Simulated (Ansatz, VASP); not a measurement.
**One calculation of Cs, two programs**

File INCAR:

```
SYSTEM = Cs
  ALGO = Normal
  EDIFF = 1E-7
  ENCUT = 520
  GGA = PE
  GGA_COMPAT = .False.
  ISIF = 2
  ISMEAR = -1
  LASPH = .True.
  LCHARG = .False.
  LORBIT = 11
  LORBMOM = .True.
  LREAL = .False.
  LSORBIT = .True.
  LWAVE = .False.
  MAGMOM = 0 0 0
  NBANDS = 20
  NELM = 150
  PREC = Accurate
  SIGMA = 0.05
```

File KPOINTS:

```
k-points
0
Gamma
  9 9 9
  0 0 0
```

Contents of POSCAR:

```
Cs
1.0
   -3.0225000000      3.0225000000      3.0225000000
    3.0225000000     -3.0225000000      3.0225000000
    3.0225000000      3.0225000000     -3.0225000000
Cs
1
Direct
    0.0000000000      0.0000000000      0.0000000000
```

Input for Ansatz:

```yaml
crystal:
  lattice:
    - [-3.0225, 3.0225, 3.0225]
    - [3.0225, -3.0225, 3.0225]
    - [3.0225, 3.0225, -3.0225]
  atoms:
    - { symbol: Cs, position: [0.0, 0.0, 0.0] }
kpoints:
  mp_grid: { grid: [9, 9, 9] }
  band_path:
    path:
      - [0.0, 0.0, 0.0]
      - [0.5, -0.5, 0.5]
      - [0.0, 0.0, 0.5]
      - [0.0, 0.0, 0.0]
      - [0.25, 0.25, 0.25]
      - [0.5, -0.5, 0.5]
      - [0.25, 0.25, 0.25]
      - [0.0, 0.0, 0.5]
    npoints: 5
scf:
  occupations: { method: fermi_dirac, width: 0.05 }
hamiltonian:
  xc: pbe
  pseudopotentials: { kind: all_electron, lapw: { basis_error: 0.0005 } }
output:
  forces: true
  stress: true
  eigenvalues: true
magnetization:
  noncollinear: true
  spin_orbit: true
```

Alike in both runs: task single point; functional PBE; k mesh 9 × 9 × 9; occupations fermi-dirac, width 0.05 eV; non-collinear spin, spin-orbit coupling.

```csv
,VASP,Ansatz
version,VASP 6.6.1,Ansatz 0.2.0
potentials or method,"VASP PAW PBE potentials, release 64 (Cs_sv), cutoff 520 eV",all-electron LAPW
```

```csv
,VASP,Ansatz,Ansatz less VASP
pressure (GPa),0.1,0.1,+0.01
net moment per atom (μB),0.00,0.00,0.000
```

Ansatz ran all-electron here, and VASP with PAW potentials.
